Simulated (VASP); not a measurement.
The system is Cs2I.

```xyz
3
Lattice="0.0000 4.0270 4.0270 4.0270 0.0000 4.0270 4.0270 4.0270 0.0000" Properties=species:S:1:pos:R:3 pbc="T T T"
Cs    2.0135    2.0135    2.0135
Cs    6.0404    6.0404    6.0404
I     0.0000    0.0000    0.0000
```

| Item | Value |
| --- | --- |
| Program | VASP 6.6.1 |
| Task | relaxation of cell and atoms |
| Functional | PBE |
| Potentials or basis | VASP PAW PBE potentials, release 64 (Cs_sv, I) |
| Cutoff | 600 eV |
| k mesh | 4 × 4 × 4 |
| Occupations | gaussian, width 0.1 eV |
| Spin | no spin polarisation |

At the start: pressure 6.6 GPa; volume 43.53 Å³/atom.

Question: How do energy, volume and symmetry change on relaxing?

Answer: Over 6 steps the energy falls by 368.8 meV/atom and the volume is 72.06 Å³/atom (+65.5 %); space group Fm-3m (No. 225, to 0.05 Å).

The path:
| step | energy change (eV) | largest force (eV/Å) | pressure (GPa) | volume (Å³) |
| --- | --- | --- | --- | --- |
| 1 | 0.0000 | 0.0000 | 6.59 | 130.60 |
| 2 | -0.8745 | 0.0000 | 1.98 | 167.44 |
| 3 | -1.0717 | 0.0000 | 0.57 | 193.81 |
| 4 | -1.0359 | 0.0000 | -0.50 | 254.56 |
| 5 | -1.1046 | 0.0000 | -0.10 | 220.84 |
| 6 | -1.1063 | 0.0000 | -0.02 | 216.18 |

Final structure:
```yaml
crystal:
  lattice:
    - [0.00000, 4.76353, 4.76353]
    - [4.76353, 0.00000, 4.76353]
    - [4.76353, 4.76353, 0.00000]
  atoms:
    - { symbol: Cs, position: [0.25000, 0.25000, 0.25000] }
    - { symbol: Cs, position: [0.75000, 0.75000, 0.75000] }
    - { symbol: I, position: [0.00000, 0.00000, 0.00000] }
```

Caveat: the volume moved by over 15 % at a fixed basis, so the end points are rough; an odd number of electrons without spin polarisation forces a metal; a magnetic or distorted state may lie lower.
